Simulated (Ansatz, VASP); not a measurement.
## Si in VASP and in Ansatz

INCAR

```
PREC = Accurate ; ENCUT = 600
EDIFF = 1E-6 ; ISMEAR = 0
SIGMA = 0.1 ; LREAL = F
LASPH = T ; NELM = 100
ALGO = Normal ; ISIF = 3
LWAVE = F ; LCHARG = F
GGA = PE ; IBRION = 2
NSW = 90 ; EDIFFG = -0.04
```

File KPOINTS:

```
Automatic mesh
0
Gamma
  8 8 8
```

POSCAR

```
Si
1.0
    0.0000000000      1.8305971574      2.2462062068
    1.7921250555      0.0000000000      2.2462062068
    1.7921250555      1.8305971574      0.0000000000
Si
1
Direct
    0.5000000000      0.5000000000      0.5000000000
```

Input for Ansatz:

```yaml
crystal:
  lattice:
    - [0.0, 1.8305971574, 2.2462062068]
    - [1.7921250555, 0.0, 2.2462062068]
    - [1.7921250555, 1.8305971574, 0.0]
  atoms:
    - { symbol: Si, position: [0.5, 0.5, 0.5] }
basis:
  ecutwfc: 420
kpoints:
  mp_grid: { grid: [8, 8, 8] }
hamiltonian:
  xc: pbe
scf:
  occupations: { method: gaussian, width: 0.1 }
  lower_state_search: "off"
output:
  forces: true
  stress: true
  eigenvalues: true
relax:
  adjacent_minimum: "off"
  f_tol: 0.04
  max_steps: 70
  cell: { stress_tol: 0.4 }
```

Alike in both runs: task relaxation of cell and atoms; functional PBE; k mesh 8 × 8 × 8; occupations gaussian, width 0.1 eV; no spin polarisation.

|  | VASP | Ansatz |
| --- | --- | --- |
| version | VASP 6.6.1 | Ansatz 0.2.0 |
| potentials or method | VASP PAW PBE potentials, release 64 (Si), cutoff 600 eV | scalar-relativistic, plane waves, PAW |
| valence electrons in the cell | 4 | 4 |

|  | VASP | Ansatz | Ansatz less VASP |
| --- | --- | --- | --- |
| gap on the k mesh at the Fermi level, each at its own relaxed structure (eV) | none | none | - |
| relaxed volume (Å³/atom) | 14.63 | 14.64 | +0.010 |
| relaxed length of the cell vector where the two differ most in proportion (Å) | 2.924 | 2.925 | +0.0011 |

A gap of «none» marks a metal or a gap that the smearing closes.
